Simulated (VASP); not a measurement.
**TiTe2: single point with PBE**

The system is TiTe2.

```
Ti Te
1.0
     0.00000    3.44254    3.44254
     3.44254    0.00000    3.44254
     3.44254    3.44254    0.00000
Ti Te
1 2
Direct
  0.00000 0.00000 0.00000
  0.25000 0.25000 0.25000
  0.75000 0.75000 0.75000
```

```
Program             : VASP 6.6.1
Task                : single point
Functional          : PBE
Potentials or basis : VASP PAW PBE potentials, release 64 (Ti_sv, Te)
Cutoff              : 520 eV
k mesh              : 10 × 10 × 10
Occupations         : gaussian, width 0.1 eV
Spin                : no spin polarisation
```

* Pressure: 0.0 GPa
* Band gap on the k mesh: zero (bands 12 and 13 overlap by 0.29 eV)

Levels at points of the mesh, in eV from the Fermi level:
```csv
k point,band 9,band 10,band 11,band 12,band 13,band 14,band 15,band 16
"(0.00, 0.00, 0.00)",-4.23,-0.24,-0.24,-0.24,-0.13,-0.13,2.11,2.11
"(0.50, 0.00, 0.00)",-3.20,-2.65,-2.65,-2.44,0.05,0.05,0.89,2.14
"(0.50, 0.50, 0.00)",-4.57,-1.15,-1.15,-0.43,0.27,0.90,1.78,2.69
```

Run time: 51 s on 1 thread of Intel Xeon 8259CL, on a shared host, peak memory 0.25 GiB.

Caveat: spin-orbit coupling is left out, which moves the levels of the heavy elements.
